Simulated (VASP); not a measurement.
# I (I4/mmm) in VASP: settings compared

The runs below take I through single point, with PBE, PBE-based screened hybrid with 25 % exact exchange.

All numbers are computed with VASP 6.6.1; they aren't measurements. Logs are shortened: lines on timing, memory, paths and dates and some standing lists are left out, and cuts for length are marked.

## 1. The cell of the first run

Symmetry: I4/mmm, No. 139, tetragonal system. The conventional cell has a = 3.191 Å, b = 3.191 Å, c = 8.414 Å, α = 90.00°, β = 90.00°, γ = 90.00°. I (site symmetry 4/mmm) has 4 I at 3.19 Å within 4.2 Å.

## 2. Single point, PBE (42.84 Å³/atom)

Contents of INCAR:

```
ALGO = Normal ; EDIFF = 1E-6
ENCUT = 500 ; GGA = PE
GGA_COMPAT = F ; ISIF = 2
ISMEAR = -1 ; LASPH = T
LCHARG = F ; LREAL = F
LWAVE = F ; NBANDS = 10
NELM = 120 ; PREC = Accurate
SIGMA = 0.025
```

Contents of KPOINTS:

```
k-points
0
Gamma
  11 11 11
```

Contents of POSCAR:

```
I
1.0
   -1.5955958050      1.5955958050      4.2071683950
    1.5955958050     -1.5955958050      4.2071683950
    1.5955958050      1.5955958050     -4.2071683950
I
1
Direct
    0.0000000000      0.0000000000      0.0000000000
```

Potentials or basis: VASP PAW PBE potentials, release 64 (I).

On the command line:

```bash
> cat potpaw_PBE.64/I/POTCAR > POTCAR
> mpirun -np 1 vasp_std > vasp.out
```

OUTCAR:

```text
EDIFF = 1E-6
   ENCUT = 500
   GGA = PE
   ISIF = 2
   ISMEAR = -1
   LASPH = T
   LREAL = F
   NELM = 120
   PREC = Accurate

 ion  position               nearest neighbor table
   1  0.000  0.000  0.000-

  LATTYP: Found a body centered tetragonal cell.
 ALAT       =     3.1911916100
 C/A-ratio  =     2.6367381901

  Lattice vectors:

 A1 = (  -1.5955958050,   1.5955958050,   4.2071683950)
 A2 = (   1.5955958050,  -1.5955958050,   4.2071683950)
 A3 = (   1.5955958050,   1.5955958050,  -4.2071683950)

Analysis of symmetry for initial positions (statically):
=====================================================================
 Subroutine PRICEL returns:
 Original cell was already a primitive cell.

 Routine SETGRP: Setting up the symmetry group for a
 body centered tetragonal supercell.

 Subroutine GETGRP returns: Found 16 space group operations
 (whereof 16 operations were pure point group operations)
 out of a pool of 16 trial point group operations.

The static configuration has the point symmetry D_4h.

Analysis of symmetry for dynamics (positions and initial velocities):
=====================================================================
 Subroutine PRICEL returns:
 Original cell was already a primitive cell.

 Routine SETGRP: Setting up the symmetry group for a
 body centered tetragonal supercell.

 Subroutine GETGRP returns: Found 16 space group operations
 (whereof 16 operations were pure point group operations)
 out of a pool of 16 trial point group operations.

The dynamic configuration has the point symmetry D_4h.

 Subroutine INISYM returns: Found 16 space group operations
 (whereof 16 operations are pure point group operations),
 and found     1 'primitive' translations

----------------------------------------------------------------------------------------

                                     Primitive cell

  volume of cell :      42.8446

  direct lattice vectors                    reciprocal lattice vectors
    -1.595595805  1.595595805  4.207168395     0.000000000  0.313362569  0.118844779
     1.595595805 -1.595595805  4.207168395     0.313362569  0.000000000  0.118844779
     1.595595805  1.595595805 -4.207168395     0.313362569  0.313362569  0.000000000

  length of vectors
     4.774109116  4.774109116  4.774109116     0.335142031  0.335142031  0.443161595

  position of ions in fractional coordinates (direct lattice)
     0.000000000  0.000000000  0.000000000

  ion indices of the primitive-cell ions
   primitive index   ion index
                 1           1

----------------------------------------------------------------------------------------

 KPOINTS: k-points

Automatic generation of k-mesh.
 Grid dimensions read from file:
 generate k-points for:   11   11   11

 Generating k-lattice:

  Cartesian coordinates                     Fractional coordinates (reciprocal lattice)
     0.000000000  0.028487506  0.010804071     0.090909091 -0.000000000  0.000000000
     0.028487506  0.000000000  0.010804071    -0.000000000  0.090909091  0.000000000
     0.028487506  0.028487506  0.000000000     0.000000000  0.000000000  0.090909091

  Length of vectors
     0.030467457  0.030467457  0.040287418

  Shift w.r.t. Gamma in fractional coordinates (k-lattice)
     0.000000000  0.000000000  0.000000000

 Subroutine IBZKPT returns following result:
 ===========================================

 Found    126 irreducible k-points:

 Following reciprocal coordinates:
            Coordinates               Weight
  0.000000  0.000000  0.000000      1.000000
  0.090909  0.000000 -0.000000      8.000000
  0.181818 -0.000000  0.000000      8.000000
  0.272727  0.000000  0.000000      8.000000
  0.363636  0.000000 -0.000000      8.000000
  0.454545 -0.000000  0.000000      8.000000
[... 16 lines left out ...]
 -0.272727  0.181818  0.000000     16.000000
 -0.181818  0.181818  0.000000      4.000000
 [... further k-points ...]
   k-points           NKPTS =    126   k-points in BZ     NKDIM =    126   number of bands    NBANDS=     10
   number of dos      NEDOS =    301   number of ions     NIONS =      1
   total plane-waves  NPLWV =  46656
   dimension x,y,z NGX =    36 NGY =   36 NGZ =   36
   dimension x,y,z NGXF=    72 NGYF=   72 NGZF=   72
   ions per type =               1
   NGX,Y,Z   is equivalent  to a cutoff of  12.54, 12.54, 12.54 a.u.
   NGXF,Y,Z  is equivalent  to a cutoff of  25.07, 25.07, 25.07 a.u.
 SYSTEM =  unknown system
   PREC   = accura    normal or accurate (medium, high low for compatibility)
   ISTART =      0    job   : 0-new  1-cont  2-samecut
   ICHARG =      2    charge: 1-file 2-atom 10-const
   ISPIN  =      1    spin polarized calculation?
   LNONCOLLINEAR =      F non collinear calculations
   LSORBIT =      F    spin-orbit coupling
   LASPH  =      T    aspherical Exc in radial PAW
   ENCUT  =  500.0 eV  36.75 Ry    6.06 a.u.   8.70  8.70  8.70*2*pi/ulx,y,z
   NELM   =    120;   NELMIN=  2; NELMDL= -5     # of ELM steps
   EDIFF  = 0.1E-05   stopping-criterion for ELM
   LREAL  =      F    real-space projection
   EDIFFG = 0.1E-04   stopping-criterion for IOM
   NSW    =      0    number of steps for IOM
   IBRION =     -1    ionic relax: 0-MD 1-quasi-New 2-CG
   NFREE  =      0    steps in history (QN), initial steepest desc. (CG)
   ISIF   =      2    stress and relaxation
   ISYM   =      2    0-nonsym 1-usesym 2-fastsym
   POTIM  = 0.5000    time-step for ionic-motion
   TEBEG  =    0.0;   TEEND  =   0.0 temperature during run
   PSTRESS=    0.0 pullay stress
   NELECT =       7.0000    total number of electrons
   NUPDOWN=      -1.0000    fix difference up-down
   EMIN   =  10.00;   EMAX   =-10.00  energy-range for DOS
   EFERMI =   0.00;   METHOD = LEGACY
   ISMEAR =    -1;   SIGMA  =   0.03  broadening in eV -4-tet -1-fermi 0-gaus
   EFERMI_NEDOS =   21; number of points for ismear=-14 and -15
   IALGO  =     38    algorithm
   IMIX   =      4    mixing-type and parameters
     AMIX     =   0.40;   BMIX     =  1.00
     AMIX_MAG =   1.60;   BMIX_MAG =  1.00
  volume/ion in A,a.u.               =      42.84       289.13
  Fermi-wavevector in a.u.,A,eV,Ry     =   0.894971  1.691250 10.897900  0.800973
  Thomas-Fermi vector in A             =   2.017244
   LORBIT       =      0    0 simple, 1 ext, 2 COOP (PROOUT), +10 PAW based schemes
   GGA     = PE    functional components
   LHFCALC =     F    Hartree Fock is set to
   AEXX    =    0.0000 exact exchange contribution
   IVDW    =     0    specifies the selected vdW correction
   LEPSILON=     F    determine dielectric tensor
   LRPA    =     F    only Hartree local field effects (RPA)
 non-spin polarized calculation
  energy-cutoff  :      500.00
  volume of cell :       42.84
 maximum number of plane-waves:      1106
   NGX = 17   NGY = 17   NGZ = 17

 number of electron       7.0000000 magnetization

 Free energy of the ion-electron system (eV)
  ---------------------------------------------------
  ext. energy  EPLUGINS =         0.00000000
  ---------------------------------------------------
  free energy    TOTEN  =        -1.41187751 eV

  energy without entropy =       -1.40991238  energy(sigma->0) =       -1.41089495

 E-fermi :   3.1715     XC(G=0):  -7.9363

 val. band max:        3.1706226883   @ k =  -0.2727  -0.2727   0.1818
 cond. band min:       3.1717806044   @ k =  -0.4545  -0.4545   0.3636
 fundamental gap:      0.0011579162
 Fermi energy:         3.1715331328

 k-point     1 :       0.0000    0.0000    0.0000
  band No.  band energies     occupation
      1     -10.8905      2.00000
      2       0.6526      2.00000
      3       4.0056      0.00000
      4       4.0056      0.00000
      5       7.1984      0.00000
      6      10.3751      0.00000
      7      11.1801      0.00000
      8      15.6850      0.00000
      9      15.7034      0.00000
     10      15.7034      0.00000

 k-point     2 :       0.0909    0.0000   -0.0000
  band No.  band energies     occupation
      1     -10.8015      2.00000
      2       0.6838      2.00000
      3       3.1853      0.73053
      4       4.0731      0.00000
      5       7.4186      0.00000
      6      10.7239      0.00000
      7      11.9086      0.00000
      8      13.6441      0.00000
      9      15.8268      0.00000
     10      16.2846      0.00000

 k-point     3 :       0.1818   -0.0000    0.0000
  band No.  band energies     occupation
      1     -10.5458      2.00000
      2       0.7699      2.00000
      3       1.5658      2.00000
      4       4.2621      0.00000
      5       7.9758      0.00000
      6      11.0620      0.00000
      7      11.7976      0.00000
      8      14.0262      0.00000
      9      16.1863      0.00000
     10      16.7128      0.00000

 k-point     4 :       0.2727    0.0000    0.0000
  band No.  band energies     occupation
      1     -10.1641      2.00000
      2      -0.1068      2.00000
      3       0.9539      2.00000
      4       4.5296      0.00000
      5       8.5703      0.00000
      6      10.6357      0.00000
      7      11.4921      0.00000
      8      16.2851      0.00000
      9      16.4566      0.00000
     10      16.9119      0.00000
[... 222 lines left out ...]
 k-point    22 :      -0.3636    0.1818    0.0000
  band No.  band energies     occupation
      1      -9.4292      2.00000
      2      -1.0876      2.00000
      3       1.5867      2.00000
      4       2.5028      2.00000
      5       8.9013      0.00000
      6      10.1255      0.00000
      7      11.6741      0.00000
      8      13.4321      0.00000
      9      15.3391      0.00000
     10      18.3116      0.00000

 k-point    23 :      -0.2727    0.1818    0.0000
  band No.  band energies     occupation
      1      -9.8459      2.00000
      2       0.2316      2.00000
      3       1.4207      2.00000
      4       2.1788      2.00000
      5       8.7580      0.00000
      6      10.5186      0.00000
      7      12.5129      0.00000
      8      12.7392      0.00000
      9      14.9427      0.00000
     10      17.3964      0.00000

 k-point    24 :      -0.1818    0.1818    0.0000
  band No.  band energies     occupation
      1     -10.2206      2.00000
      2       1.1871      2.00000
      3       1.8406      2.00000
      4       1.8825      2.00000
      5       8.1905      0.00000
      6      11.9595      0.00000
      7      12.1848      0.00000
      8      13.6855      0.00000
      9      14.0361      0.00000
     10      15.7786      0.00000

 [... further k-points ...]

------------------------ aborting loop because EDIFF is reached ----------------------------------------

  FORCE on cell =-STRESS in cart. coord.  units (eV):
  Direction    XX          YY          ZZ          XY          YZ          ZX
  --------------------------------------------------------------------------------------
  -------------------------------------------------------------------------------------
  Total        0.4344292      0.4344292      0.0479926      0.0000000      0.0000000      0.0000000
  in kB       16.2455308     16.2455308      1.7946904      0.0000000      0.0000000      0.0000000
  external PRESSURE =      11.4285840 kB  Pullay stress =       0.0000000 kB

 VOLUME and BASIS-vectors are now :
 -----------------------------------------------------------------------------
  energy-cutoff  :      500.00
  volume of cell :       42.84
      direct lattice vectors                 reciprocal lattice vectors
    -1.595595805  1.595595805  4.207168395     0.000000000  0.313362569  0.118844779
     1.595595805 -1.595595805  4.207168395     0.313362569  0.000000000  0.118844779
     1.595595805  1.595595805 -4.207168395     0.313362569  0.313362569  0.000000000

 POSITION                                       TOTAL-FORCE (eV/Angst)
 -----------------------------------------------------------------------------------
      0.00000      0.00000      0.00000        -0.000000     -0.000000     -0.000000
 -----------------------------------------------------------------------------------
    total drift:                               -0.000000      0.000000      0.000000

  FREE ENERGIE OF THE ION-ELECTRON SYSTEM (eV)
  ---------------------------------------------------
  free  energy   TOTEN  =        -1.4118775147 eV

  energy  without entropy=       -1.4099123825  energy(sigma->0) =       -1.41089495
```

It took 46 s on 1 thread of Intel Xeon Platinum 8375C at 2.90GHz (Ice Lake), shared host; peak memory 0.22 GiB.

What came out:

| Quantity | Value |
| --- | --- |
| Free energy | -1.4119 eV |
| Pressure | 1.1 GPa |
| Band gap on the k mesh | zero (an odd number of electrons rules out a gap without spin polarisation) |

Caveat: spin-orbit coupling is left out, which moves the levels of the heavy elements; an odd number of electrons without spin polarisation forces a metal; a magnetic or distorted state may lie lower.

## 3. Single point, PBE-based screened hybrid with 25 % exact exchange

This run uses another cell than the first one, of 44.63 Å³/atom.

Contents of POSCAR:

```
I
1.0
   -1.6174560000      1.6174560000      4.2648080000
    1.6174560000     -1.6174560000      4.2648080000
    1.6174560000      1.6174560000     -4.2648080000
I
1
Direct
    0.0000000000      0.0000000000      0.0000000000
```

Contents of INCAR.step1:

```
SYSTEM = I
ALGO = Normal
EDIFF = 1E-5
ENCUT = 520
GGA = PE
ISIF = 2
ISMEAR = -1
LASPH = .TRUE.
LCHARG = .FALSE.
LREAL = .FALSE.
LWAVE = .TRUE.
NBANDS = 10
NELM = 80
PREC = Accurate
SIGMA = 0.05
```

Contents of INCAR.step2:

```
SYSTEM = I
AEXX = 0.25
ALGO = Normal
EDIFF = 1E-6
ENCUT = 520
GGA = PE
HFSCREEN = 0.2
ISIF = 2
ISMEAR = -1
ISTART = 1
LASPH = .TRUE.
LCHARG = .FALSE.
LHFCALC = .TRUE.
LREAL = .FALSE.
LWAVE = .FALSE.
NBANDS = 10
NELM = 80
PREC = Accurate
PRECFOCK = Normal
SIGMA = 0.05
```

Contents of KPOINTS:

```
k-points
0
G
  6 6 6
  0 0 0
```

Potentials or basis: VASP PAW PBE potentials, release 64 (I).

On the command line:

```bash
> cat potpaw_PBE.64/I/POTCAR > POTCAR
> cp INCAR.step1 INCAR
> mpirun -np 1 vasp_std > vasp.out
> cp INCAR.step2 INCAR
> mpirun -np 1 vasp_std > vasp.out
```

Wall time 19 min (1 thread of Intel Xeon 6975P-C (Granite Rapids), shared host); peak memory 0.3 GiB.

Results (log left out):

```yaml
Free_energy: -1.7323 eV
Pressure: -0.9 GPa
Band_gap_on_the_k_mesh: zero (an odd number of electrons rules out a gap without spin polarisation)
```

Stress tensor (GPa, compression positive):
```
-1.34  0.00  0.00
 0.00 -1.34  0.00
 0.00  0.00  0.01
```

Levels at points of the mesh, in eV from the Fermi level:
```csv
k point,band 1,band 2,band 3,band 4,band 5,band 6,band 7,band 8
"(0.00, 0.00, 0.00)",-14.85,-2.53,1.40,1.40,5.15,8.40,9.05,13.77
"(0.50, 0.00, 0.00)",-13.32,-5.41,-1.89,2.51,5.84,10.55,10.98,12.12
"(0.50, 0.50, 0.00)",-11.83,-4.13,-3.96,-0.65,4.94,7.53,10.40,11.44
"(0.50, 0.50, 0.50)",-14.71,-4.00,1.29,1.29,8.08,8.47,10.38,13.70
```

Caveat: the PAW data sets were made with another functional, which shifts forces and pressure a little; spin-orbit coupling is left out, which moves the levels of the heavy elements; an odd number of electrons without spin polarisation forces a metal; a magnetic or distorted state may lie lower.

(Part 1 of 2 ends here.)
